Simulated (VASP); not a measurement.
Write the native input for VASP 6.6.1 that does the following.

| Item | Value |
| --- | --- |
| Task | single point |
| Functional | PBEsol |
| Dispersion | D3(BJ) |
| Potentials or basis | VASP PAW PBE potentials, release 64 (Ir_sv_GW) |
| Cutoff | 500 eV |
| k mesh | 12 × 12 × 12 |
| Occupations | fermi-dirac, width 0.05 eV |
| Spin | no spin polarisation |
| Dipole correction | no |
| Second run | valence_matched |
| Further INCAR settings | ALGO = Normal; EDIFF = 1e-06; NBANDS = 14 |

The structure of Ir lies in POSCAR:

```
Ir
1.0
    0.0000000000      1.9010171855      1.9010171855
    1.9010171855      0.0000000000      1.9010171855
    1.9010171855      1.9010171855      0.0000000000
Ir
1
Direct
    0.0000000000      0.0000000000      0.0000000000
```

The input as run:

INCAR

```
SYSTEM = Ir
ALGO = Normal
EDIFF = 1E-6
ENCUT = 500
GGA = PS
GGA_COMPAT = .False.
ISIF = 2
ISMEAR = -1
IVDW = 12
LASPH = .True.
LCHARG = .False.
LREAL = .False.
LWAVE = .False.
NBANDS = 14
NELM = 120
PREC = Accurate
SIGMA = 0.05
```

KPOINTS

```
k-points
0
Gamma
  12 12 12
  0 0 0
```

Potentials or basis: VASP PAW PBE potentials, release 64 (Ir_sv_GW).

Command:

```bash
$ cat potpaw_PBE.64/Ir_sv_GW/POTCAR > POTCAR
$ mpirun -np 1 vasp_std > vasp.out
```

Results of the run:

```
Pressure                   : -3.4 GPa
Dispersion energy per atom : -0.736 eV
```

Caveat: the PAW data sets were made with another functional, which shifts forces and pressure a little; pairwise dispersion overbinds metals, which lowers pressure and volume.

Wall time 15 s on 1 thread of AMD EPYC 7R43 64-Core Processor (Zen 3), with other jobs on the host, peak memory 0.11 GiB.
